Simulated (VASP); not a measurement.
# Pb (Fm-3m) in VASP: a series of runs

The runs below take Pb through single point, relaxation of cell and atoms, with PBE.

Everything below comes from runs of VASP 6.6.1. Logs are shortened: lines on timing, memory, paths and dates and some standing lists are left out, and cuts for length are marked.

## (1) The cell of the first run

It takes space group Fm-3m (No. 225, cubic). Conventional cell: a = 5.039 Å, b = 5.039 Å, c = 5.039 Å, α = 90.00°, β = 90.00°, γ = 90.00°. Within 4.7 Å of Pb (site symmetry m-3m) lie 12 Pb at 3.56 Å.

## (2) Single point, PBE

Input file INCAR:

```
  ALGO = Normal
  EDIFF = 1E-7
  ENCUT = 520
  GGA = PE
  ISIF = 2
  ISMEAR = -1
  LASPH = True
  LCHARG = False
  LREAL = False
  LWAVE = False
  NBANDS = 13
  NELM = 80
  PREC = Accurate
  SIGMA = 0.08
```

Input file KPOINTS:

```
k-points
0
Gamma
  15 15 15
```

Input file POSCAR:

```
Pb
1.0
    0.0000000000      2.5194839830      2.5194839830
    2.5194839830      0.0000000000      2.5194839830
    2.5194839830      2.5194839830      0.0000000000
Pb
1
Direct
    0.0000000000      0.0000000000      0.0000000000
```

Potentials or basis: VASP PAW PBE potentials, release 64 (Pb_d).

On the command line:

```bash
cat potpaw_PBE.64/Pb_d/POTCAR > POTCAR
mpirun -np 1 vasp_std > vasp.out
```

OUTCAR:

```text
EDIFF = 1E-7
   ENCUT = 520
   GGA = PE
   ISIF = 2
   ISMEAR = -1
   LASPH = True
   LREAL = False
   NELM = 80
   PREC = Accurate

 ion  position               nearest neighbor table
   1  0.000  0.000  0.000-

  LATTYP: Found a face centered cubic cell.
 ALAT       =     5.0389679660

  Lattice vectors:

 A1 = (   0.0000000000,   2.5194839830,   2.5194839830)
 A2 = (   2.5194839830,   0.0000000000,   2.5194839830)
 A3 = (   2.5194839830,   2.5194839830,   0.0000000000)

Analysis of symmetry for initial positions (statically):
=====================================================================
 Subroutine PRICEL returns:
 Original cell was already a primitive cell.

 Routine SETGRP: Setting up the symmetry group for a
 face centered cubic supercell.

 Subroutine GETGRP returns: Found 48 space group operations
 (whereof 48 operations were pure point group operations)
 out of a pool of 48 trial point group operations.

The static configuration has the point symmetry O_h .

Analysis of symmetry for dynamics (positions and initial velocities):
=====================================================================
 Subroutine PRICEL returns:
 Original cell was already a primitive cell.

 Routine SETGRP: Setting up the symmetry group for a
 face centered cubic supercell.

 Subroutine GETGRP returns: Found 48 space group operations
 (whereof 48 operations were pure point group operations)
 out of a pool of 48 trial point group operations.

The dynamic configuration has the point symmetry O_h .

 Subroutine INISYM returns: Found 48 space group operations
 (whereof 48 operations are pure point group operations),
 and found     1 'primitive' translations

----------------------------------------------------------------------------------------

                                     Primitive cell

  volume of cell :      31.9864

  direct lattice vectors                    reciprocal lattice vectors
     0.000000000  2.519483983  2.519483983    -0.198453335  0.198453335  0.198453335
     2.519483983  0.000000000  2.519483983     0.198453335 -0.198453335  0.198453335
     2.519483983  2.519483983  0.000000000     0.198453335  0.198453335 -0.198453335

  length of vectors
     3.563088419  3.563088419  3.563088419     0.343731260  0.343731260  0.343731260

  position of ions in fractional coordinates (direct lattice)
     0.000000000  0.000000000  0.000000000

  ion indices of the primitive-cell ions
   primitive index   ion index
                 1           1

----------------------------------------------------------------------------------------

 KPOINTS: k-points

Automatic generation of k-mesh.
 Grid dimensions read from file:
 generate k-points for:   15   15   15

 Generating k-lattice:

  Cartesian coordinates                     Fractional coordinates (reciprocal lattice)
    -0.013230222  0.013230222  0.013230222     0.066666667  0.000000000  0.000000000
     0.013230222 -0.013230222  0.013230222     0.000000000  0.066666667  0.000000000
     0.013230222  0.013230222 -0.013230222     0.000000000  0.000000000  0.066666667

  Length of vectors
     0.022915417  0.022915417  0.022915417

  Shift w.r.t. Gamma in fractional coordinates (k-lattice)
     0.000000000  0.000000000  0.000000000

 Subroutine IBZKPT returns following result:
 ===========================================

 Found    120 irreducible k-points:

 Following reciprocal coordinates:
            Coordinates               Weight
  0.000000  0.000000  0.000000      1.000000
  0.066667  0.000000  0.000000      8.000000
  0.133333  0.000000  0.000000      8.000000
  0.200000  0.000000  0.000000      8.000000
  0.266667  0.000000  0.000000      8.000000
  0.333333  0.000000  0.000000      8.000000
[... 16 lines left out ...]
  0.133333  0.133333  0.000000      6.000000
  0.200000  0.133333  0.000000     24.000000
 [... further k-points ...]
   k-points           NKPTS =    120   k-points in BZ     NKDIM =    120   number of bands    NBANDS=     13
   number of dos      NEDOS =    301   number of ions     NIONS =      1
   total plane-waves  NPLWV =  21952
   dimension x,y,z NGX =    28 NGY =   28 NGZ =   28
   dimension x,y,z NGXF=    56 NGYF=   56 NGZF=   56
   ions per type =               1
   NGX,Y,Z   is equivalent  to a cutoff of  13.06, 13.06, 13.06 a.u.
   NGXF,Y,Z  is equivalent  to a cutoff of  26.13, 26.13, 26.13 a.u.
 SYSTEM =  unknown system
   PREC   = accura    normal or accurate (medium, high low for compatibility)
   ISTART =      0    job   : 0-new  1-cont  2-samecut
   ICHARG =      2    charge: 1-file 2-atom 10-const
   ISPIN  =      1    spin polarized calculation?
   LNONCOLLINEAR =      F non collinear calculations
   LSORBIT =      F    spin-orbit coupling
   LASPH  =      T    aspherical Exc in radial PAW
   ENCUT  =  520.0 eV  38.22 Ry    6.18 a.u.   6.62  6.62  6.62*2*pi/ulx,y,z
   NELM   =     80;   NELMIN=  2; NELMDL= -5     # of ELM steps
   EDIFF  = 0.1E-06   stopping-criterion for ELM
   LREAL  =      F    real-space projection
   EDIFFG = 0.1E-05   stopping-criterion for IOM
   NSW    =      0    number of steps for IOM
   IBRION =     -1    ionic relax: 0-MD 1-quasi-New 2-CG
   NFREE  =      0    steps in history (QN), initial steepest desc. (CG)
   ISIF   =      2    stress and relaxation
   ISYM   =      2    0-nonsym 1-usesym 2-fastsym
   POTIM  = 0.5000    time-step for ionic-motion
   TEBEG  =    0.0;   TEEND  =   0.0 temperature during run
   PSTRESS=    0.0 pullay stress
   NELECT =      14.0000    total number of electrons
   NUPDOWN=      -1.0000    fix difference up-down
   EMIN   =  10.00;   EMAX   =-10.00  energy-range for DOS
   EFERMI =   0.00;   METHOD = LEGACY
   ISMEAR =    -1;   SIGMA  =   0.08  broadening in eV -4-tet -1-fermi 0-gaus
   EFERMI_NEDOS =   21; number of points for ismear=-14 and -15
   IALGO  =     38    algorithm
   IMIX   =      4    mixing-type and parameters
     AMIX     =   0.40;   BMIX     =  1.00
     AMIX_MAG =   1.60;   BMIX_MAG =  1.00
  volume/ion in A,a.u.               =      31.99       215.85
  Fermi-wavevector in a.u.,A,eV,Ry     =   1.242976  2.348883 21.020840  1.544988
  Thomas-Fermi vector in A             =   2.377307
   LORBIT       =      0    0 simple, 1 ext, 2 COOP (PROOUT), +10 PAW based schemes
   GGA     = PE    functional components
   LHFCALC =     F    Hartree Fock is set to
   AEXX    =    0.0000 exact exchange contribution
   IVDW    =     0    specifies the selected vdW correction
   LEPSILON=     F    determine dielectric tensor
   LRPA    =     F    only Hartree local field effects (RPA)
 non-spin polarized calculation
  energy-cutoff  :      520.00
  volume of cell :       31.99
 maximum number of plane-waves:       884
   NGX = 13   NGY = 13   NGZ = 13

 number of electron      14.0000003 magnetization

 Free energy of the ion-electron system (eV)
  ---------------------------------------------------
  ext. energy  EPLUGINS =         0.00000000
  ---------------------------------------------------
  free energy    TOTEN  =        -3.57079134 eV

  energy without entropy =       -3.56019591  energy(sigma->0) =       -3.56549363

 E-fermi :   6.6808     XC(G=0):  -9.9311

 val. band max:        6.6330124172   @ k =  -0.4667   0.3333   0.0000
 cond. band min:       6.7298513767   @ k =  -0.2667   0.2667   0.0000
 fundamental gap:      0.0968389595
 Fermi energy:         6.6808296113

 k-point     1 :       0.0000    0.0000    0.0000
  band No.  band energies     occupation
      1     -10.3400      2.00000
      2     -10.3400      2.00000
      3     -10.3400      2.00000
      4     -10.2217      2.00000
      5     -10.2217      2.00000
      6      -4.7053      2.00000
      7      13.7004      0.00000
      8      13.7004      0.00000
      9      13.7004      0.00000
     10      16.4229      0.00000
     11      17.3630      0.00000
     12      18.7977      0.00000
     13      18.7977      0.00000

 k-point     2 :       0.0667    0.0000    0.0000
  band No.  band energies     occupation
      1     -10.3399      2.00000
      2     -10.3344      2.00000
      3     -10.3344      2.00000
      4     -10.2220      2.00000
      5     -10.2220      2.00000
      6      -4.6245      2.00000
      7      12.6866      0.00000
      8      13.5987      0.00000
      9      13.5987      0.00000
     10      16.1707      0.00000
     11      17.8869      0.00000
     12      18.9795      0.00000
     13      18.9795      0.00000

 k-point     3 :       0.1333    0.0000    0.0000
  band No.  band energies     occupation
      1     -10.3402      2.00000
      2     -10.3212      2.00000
      3     -10.3212      2.00000
      4     -10.2204      2.00000
      5     -10.2204      2.00000
      6      -4.3822      2.00000
      7      10.7885      0.00000
      8      13.3349      0.00000
      9      13.3349      0.00000
     10      15.8286      0.00000
     11      18.7659      0.00000
     12      19.4171      0.00000
     13      19.4172      0.00000
[... 305 lines left out ...]
 k-point    23 :       0.1333    0.1333    0.0000
  band No.  band energies     occupation
      1     -10.3628      2.00000
      2     -10.2985      2.00000
      3     -10.2985      2.00000
      4     -10.2460      2.00000
      5     -10.2043      2.00000
      6      -4.2746      2.00000
      7      11.5301      0.00000
      8      12.2662      0.00000
      9      12.2662      0.00000
     10      15.2615      0.00000
     11      17.2903      0.00000
     12      20.3392      0.00000
     13      20.7243      0.00000

 k-point    24 :       0.2000    0.1333    0.0000
  band No.  band energies     occupation
      1     -10.3698      2.00000
      2     -10.2831      2.00000
      3     -10.2801      2.00000
      4     -10.2524      2.00000
      5     -10.1928      2.00000
      6      -3.9799      2.00000
      7      10.0455      0.00000
      8      11.7736      0.00000
      9      12.0499      0.00000
     10      15.2444      0.00000
     11      16.4465      0.00000
     12      20.1437      0.00000
     13      21.2832      0.00000

 [... further k-points ...]

------------------------ aborting loop because EDIFF is reached ----------------------------------------

  FORCE on cell =-STRESS in cart. coord.  units (eV):
  Direction    XX          YY          ZZ          XY          YZ          ZX
  --------------------------------------------------------------------------------------
  -------------------------------------------------------------------------------------
  Total       -0.0108738     -0.0108738     -0.0108738      0.0000000     -0.0000000      0.0000000
  in kB       -0.5446601     -0.5446601     -0.5446601      0.0000000     -0.0000000      0.0000000
  external PRESSURE =      -0.5446601 kB  Pullay stress =       0.0000000 kB

 VOLUME and BASIS-vectors are now :
 -----------------------------------------------------------------------------
  energy-cutoff  :      520.00
  volume of cell :       31.99
      direct lattice vectors                 reciprocal lattice vectors
     0.000000000  2.519483983  2.519483983    -0.198453335  0.198453335  0.198453335
     2.519483983  0.000000000  2.519483983     0.198453335 -0.198453335  0.198453335
     2.519483983  2.519483983  0.000000000     0.198453335  0.198453335 -0.198453335

 POSITION                                       TOTAL-FORCE (eV/Angst)
 -----------------------------------------------------------------------------------
      0.00000      0.00000      0.00000         0.000000      0.000000      0.000000
 -----------------------------------------------------------------------------------
    total drift:                               -0.000000     -0.000000     -0.000000

  FREE ENERGIE OF THE ION-ELECTRON SYSTEM (eV)
  ---------------------------------------------------
  free  energy   TOTEN  =        -3.5707913425 eV

  energy  without entropy=       -3.5601959095  energy(sigma->0) =       -3.56549363
```

Run time: 63 s. Hardware: 1 thread of Intel Xeon 8259CL, shared host; peak memory 0.19 GiB.

Results:

| Quantity | Value |
| --- | --- |
| Free energy | -3.5708 eV |
| Pressure | -0.1 GPa |
| Band gap on the k mesh | zero (bands 7 and 8 overlap by 8.44 eV) |

Caveat: spin-orbit coupling is left out, which moves the levels of the heavy elements.

## (3) Relaxation of cell and atoms, PBE

This run uses another cell than the first one, of 31.91 Å³/atom.

Input file INCAR:

```
PREC = Accurate
ENCUT = 600
EDIFF = 1E-6
ISMEAR = -1
SIGMA = 0.08
LREAL = False
LASPH = True
NELM = 60
ALGO = Normal
ISIF = 3
LWAVE = False
LCHARG = False
GGA = PE
IBRION = 2
NSW = 60
EDIFFG = -0.005
```

Input file KPOINTS:

```
Automatic mesh
0
Gamma
  15 15 15
```

Input file POSCAR:

```
Pb
1.0
    0.0000000000      2.5175827160      2.5175827160
    2.5175827160      0.0000000000      2.5175827160
    2.5175827160      2.5175827160      0.0000000000
Pb
1
Direct
    0.0000000000      0.0000000000      0.0000000000
```

Potentials or basis: VASP PAW PBE potentials, release 64 (Pb_d).

On the command line:

```bash
cat potpaw_PBE.64/Pb_d/POTCAR > POTCAR
mpirun -np 1 vasp_std > vasp.out
```

Run time: 88 s. Hardware: 1 thread of Intel Xeon 8259CL, shared host; peak memory 0.2 GiB.

It converged, with:

```yaml
Free_energy: -3.5708 eV
Relaxed_volume: 32.01 Å³/atom
Relaxed_cell: a = 3.564 Å, b = 3.564 Å, c = 3.564 Å, α = 60.00°, β = 60.00°, γ = 60.00°
Space_group_after_relaxing_to_0.1_Å: Fm-3m (No. 225)
Energy_gained_by_relaxing: 0.0 meV/atom
Ionic_steps: 2
Pressure_after_relaxing: 0.0 GPa
Band_gap_on_the_k_mesh: zero (bands 7 and 8 overlap by 8.43 eV)
```

Final structure:
```
Pb
1.0
     0.00000    2.52016    2.52016
     2.52016    0.00000    2.52016
     2.52016    2.52016    0.00000
Pb
1
Cartesian
  2.5202 2.5202 5.0403
```

Levels at points of the mesh, in eV from the Fermi level:
```
           k point  band 4  band 5  band 6  band 7  band 8  band 9  band 10  band 11
(0.00, 0.00, 0.00)  -16.90  -16.90  -11.38    7.01    7.01    7.01     9.74    10.67
```

Caveat: spin-orbit coupling is left out, which moves the levels of the heavy elements.

## (4) Single point, PBE

This run uses another cell than the first one: it holds 3 atoms, not 1.

Input file INCAR:

```
SYSTEM = Pb
PREC = Accurate
ENCUT = 520
EDIFF = 1E-6
ISMEAR = -1
SIGMA = 0.08
LREAL = .False.
LASPH = .True.
NELM = 60
ALGO = Normal
ISIF = 2
LWAVE = .False.
LCHARG = .True.
GGA = PE
LELF = .True.
LVHAR = .True.
NBANDS = 28
```

Input file KPOINTS:

```
Automatic mesh
0
Gamma
  12 12 4
  0 0 0
```

Input file POSCAR:

```
Pb
1.0
    0.0000000000      2.5194839830     -2.5194839830
   -2.5194839830      0.0000000000      2.5194839830
    5.0389679659      5.0389679659      5.0389679659
Pb
3
Direct
    0.0000000000      0.0000000000      0.0000000000
    0.3333333330      0.6666666670      0.3333333330
    0.6666666670      0.3333333330      0.6666666670
```

On the command line:

```bash
cat potpaw_PBE.64/Pb_d/POTCAR > POTCAR
mpirun -np 1 vasp_std > vasp.out
```

Wall time 4.1 min (1 thread of Intel Xeon 8259CL, shared host); peak memory 0.3 GiB.

Results (log left out):

* Free energy: -10.7163 eV
* Pressure: 0.0 GPa
* Band gap on the k mesh: zero (bands 21 and 22 overlap by 7.08 eV)

Levels at points of the mesh, in eV from the Fermi level:
| k point | band 19 | band 20 | band 21 | band 22 | band 23 | band 24 |
| --- | --- | --- | --- | --- | --- | --- |
| (0.00, 0.00, 0.00) | -1.55 | -1.55 | 5.59 | 5.59 | 5.59 | 5.59 |
| (0.50, 0.00, 0.00) | -3.17 | -3.17 | -3.12 | 1.93 | 1.94 | 2.48 |
| (0.00, 0.00, 0.50) | -4.00 | 3.03 | 3.03 | 5.23 | 5.23 | 6.41 |
| (0.50, 0.00, 0.50) | -4.00 | -2.12 | -2.12 | 0.40 | 0.40 | 2.53 |

Caveat: spin-orbit coupling is left out, which moves the levels of the heavy elements.

## (5) Single point, PBE

This run uses another cell than the first one: it holds 3 atoms, not 1.

Input file INCAR:

```
  PREC = Accurate
  ENCUT = 520
  EDIFF = 1E-6
  ISMEAR = -1
  SIGMA = 0.08
  LREAL = False
  LASPH = True
  NELM = 60
  ALGO = Normal
  ISIF = 2
  LWAVE = False
  LCHARG = False
  GGA = PE
  NBANDS = 28
```

Input file KPOINTS:

```
Automatic mesh
0
Gamma
  12 12 4
```

POSCAR is that of step 4.

On the command line:

```bash
cat potpaw_PBE.64/Pb_d/POTCAR > POTCAR
mpirun -np 1 vasp_std > vasp.out
```

It took 3.4 min on 1 thread of Intel Xeon 8259CL, shared host; peak memory 0.31 GiB.

The run converged. Its results:

| Property | Result |
| --- | --- |
| Free energy | -10.7163 eV |
| Pressure | 0.0 GPa |
| Band gap on the k mesh | zero (bands 21 and 22 overlap by 7.08 eV) |

Levels at points of the mesh, in eV from the Fermi level:
```
           k point  band 19  band 20  band 21  band 22  band 23  band 24
(0.00, 0.00, 0.00)    -1.55    -1.55     5.59     5.59     5.59     5.59
(0.50, 0.00, 0.00)    -3.17    -3.17    -3.12     1.93     1.94     2.48
(0.00, 0.00, 0.50)    -4.00     3.03     3.03     5.23     5.23     6.41
(0.50, 0.00, 0.50)    -4.00    -2.12    -2.12     0.40     0.40     2.53
```

Caveat: spin-orbit coupling is left out, which moves the levels of the heavy elements.

## (6) Summary

| task | cell | k mesh | cutoff (eV) | gap on the mesh (eV) | pressure (GPa) |
| --- | --- | --- | --- | --- | --- |
| single point | a = 3.563 Å, angles 60.0°, 1 atom, atomic positions A | 15 × 15 × 15 | 520 | none | -0.1 |
| relaxation of cell and atoms | relaxed from a = 3.560 Å, angles 60.0°, 1 atom, atomic positions A | 15 × 15 × 15 | 600 | none | 0.0 |
| single point | a = 3.563, b = 3.563, c = 8.728 Å, angles 90.0, 90.0, 120.0°, 3 atoms, atomic positions B | 12 × 12 × 4 | 520 | none | 0.0 |

Alike in all rows: level PBE; potentials or basis VASP PAW PBE potentials, release 64 (Pb_d); no spin polarisation; smearing fermi-dirac 0.08 eV.

Caveats: spin-orbit coupling is left out, which moves the levels of the heavy elements.

Absolute energies hang on the potentials; compare differences alone.

The gap in the log of VASP goes by the Fermi energy; the results here count the filled bands.